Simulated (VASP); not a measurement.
Input of a VASP 6.6.1 run:

File INCAR:

```
SYSTEM = TaN
PREC = Accurate
ENCUT = 600
EDIFF = 1E-7
ISMEAR = 0
SIGMA = 0.1
LREAL = .FALSE.
LASPH = .TRUE.
NELM = 100
ALGO = Normal
ISIF = 3
LWAVE = .FALSE.
LCHARG = .FALSE.
GGA = PE
IBRION = 2
NSW = 100
EDIFFG = -0.005
```

Contents of KPOINTS:

```
Automatic mesh
0
G
  18 18 8
  0 0 0
```

Contents of POSCAR:

```
TaN
1.0
    2.9178306980      0.0000000000      0.0000000000
   -1.4589153490      2.5269155085      0.0000000000
    0.0000000000      0.0000000000      5.9112327223
Ta N
2 2
Direct
    0.0000000000      0.0000000000      0.0000000000
    0.0000000000      0.0000000000      0.5000000000
    0.3333333333      0.6666666667      0.2500000000
    0.6666666667      0.3333333333      0.7500000000
```

Potentials or basis: VASP PAW PBE potentials, release 64 (Ta_pv, N).

Command:

```console
$ cat potpaw_PBE.64/Ta_pv/POTCAR potpaw_PBE.64/N/POTCAR > POTCAR
$ mpirun -np 1 vasp_std > vasp.out
```

Problem. Predict the relaxed volume.

Solution. 10.92 Å³/atom.

Problem. Estimate the band gap on the k mesh.

Solution. Zero (band 16 reaches 8.66 eV, above the bottom of band 17 at 7.68 eV).

Stress tensor (GPa, compression positive):
```
 0.05  0.00  0.00
 0.00  0.05  0.00
 0.00  0.00 -0.06
```

Caveat: spin-orbit coupling is left out, which moves the levels of the heavy elements.
